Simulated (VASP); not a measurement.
Write the native input for VASP 6.6.1 that does the following.

- Task: single point
- Functional: PBE
- Potentials or basis: VASP PAW PBE potentials, release 64 (Te, Pb_d, S)
- Cutoff: 500 eV
- k mesh: 3 × 3 × 2
- Occupations: gaussian, width 0.15 eV
- Spin: no spin polarisation
- Dipole correction: no
- Further INCAR settings: ALGO = Normal; EDIFF = 1e-06; NBANDS = 31

The structure of TePbS4 lies in POSCAR:

```
TePbS4
1.0
    4.9367520368     -0.0000000026      0.0000000000
   -2.4683760161      4.2753526774      0.0000000000
    0.0000000000      0.0000000000     10.4905999428
Te Pb S
1 1 4
Direct
    0.0000000000      0.0000000000      0.5000000000
    0.0000000000      0.0000000000      0.0000000000
    0.0000000000      0.0000000000      0.7266394072
    0.0000000000      0.0000000000      0.2733605928
    0.3333333333      0.6666666667      0.0000000000
    0.6666666667      0.3333333333      0.0000000000
```

The input as run:

INCAR

```
SYSTEM = TePbS4
ALGO = Normal
EDIFF = 1E-6
ENCUT = 500
GGA = PE
GGA_COMPAT = .False.
ISIF = 2
ISMEAR = 0
LASPH = .True.
LCHARG = .False.
LREAL = .False.
LWAVE = .False.
NBANDS = 31
NELM = 120
PREC = Accurate
SIGMA = 0.15
```

KPOINTS

```
k-points
0
Gamma
  3 3 2
  0 0 0
```

Potentials or basis: VASP PAW PBE potentials, release 64 (Te, Pb_d, S).

Command:

```console
$ cat potpaw_PBE.64/Te/POTCAR potpaw_PBE.64/Pb_d/POTCAR potpaw_PBE.64/S/POTCAR > POTCAR
$ mpirun -np 1 vasp_std > vasp.out
```

It gave:

```json
{"Pressure": "0.0 GPa", "Largest force": "0.046 eV/Å", "Band gap on the k mesh": "zero (band 22 reaches 1.30 eV, above the bottom of band 23 at 1.21 eV)"}
```

Caveat: the k points lie up to 0.49 Å⁻¹ apart; spin-orbit coupling is left out, which moves the levels of the heavy elements.

It took 38 s on 1 thread of Intel(R) Xeon(R) Platinum 8488C (Sapphire Rapids) (shared host), peak memory 0.32 GiB.
